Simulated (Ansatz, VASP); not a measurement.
# One calculation of C, two programs

File INCAR:

```
SYSTEM = C
ALGO = Normal ; EDIFF = 1E-7
ENCUT = 520 ; GGA = CA
ISIF = 2 ; ISMEAR = 0
LASPH = .TRUE. ; LCHARG = .TRUE.
LELF = .TRUE. ; LREAL = .FALSE.
LVHAR = .TRUE. ; LWAVE = .FALSE.
NBANDS = 16 ; NELM = 100
PREC = Accurate ; SIGMA = 0.1
```

Contents of KPOINTS:

```
k-points
0
G
  14 14 4
  0 0 0
```

POSCAR

```
C
1.0
    1.2159619696     -2.1479622876      0.0091232276
    1.2232502972      2.1521701653     -0.0413730204
   -0.0941886657     -0.0851463517      7.1476530721
C
4
Direct
    0.1034933285      0.9456230676      0.7488005552
    0.5908149738      0.4138432831      0.2394105085
    0.9242568809      0.0859987362      0.2421136921
    0.4285181549      0.5893271320      0.7486182121
```

Input for Ansatz:

```yaml
crystal:
  lattice:
    - [1.2159619696, -2.1479622876, 0.0091232276]
    - [1.2232502972, 2.1521701653, -0.0413730204]
    - [-0.0941886657, -0.0851463517, 7.1476530721]
  atoms:
    - { symbol: C, position: [0.1034933285, 0.9456230676, 0.7488005552] }
    - { symbol: C, position: [0.5908149738, 0.4138432831, 0.2394105085] }
    - { symbol: C, position: [0.9242568809, 0.0859987362, 0.2421136921] }
    - { symbol: C, position: [0.4285181549, 0.589327132, 0.7486182121] }
basis:
  ecutwfc: 600
kpoints:
  mp_grid: { grid: [14, 14, 4] }
hamiltonian:
  xc: lda
scf:
  occupations: { method: gaussian, width: 0.1 }
output:
  forces: true
  stress: true
  eigenvalues: true
```

Change from the starting cell: ecut displaced: 600 eV.

Alike in both runs: task single point; functional LDA; k mesh 14 × 14 × 4; occupations gaussian, width 0.1 eV; no spin polarisation.

|  | VASP | Ansatz |
| --- | --- | --- |
| version | VASP 6.6.1 | Ansatz 0.2.0 |
| potentials or method | VASP PAW LDA potentials, release 64 (C), cutoff 520 eV | scalar-relativistic, plane waves, PAW |
| valence electrons in the cell | 16 | 16 |

VASP gave:

- gap on the k mesh at the Fermi level (eV): 0.48
- least direct gap on the mesh (eV): 0.48
- pressure (GPa): -4.0
- traceless stress, the component that is largest in VASP (GPa): -9.87
- rms of the force components (eV/Å): 1.230

Q: What did Ansatz give for the same quantities?

A: gap on the k mesh at the Fermi level (eV): 0.48; least direct gap on the mesh (eV): 0.48; pressure (GPa): -4.7; traceless stress, the component that is largest in VASP (GPa): -10.28; rms of the force components (eV/Å): 1.231.

LDA's correlation is that of Perdew and Zunger in VASP and of Perdew and Wang (1992) in Ansatz. Atom by atom the forces differ by 0.002 eV/Å (rms over components).
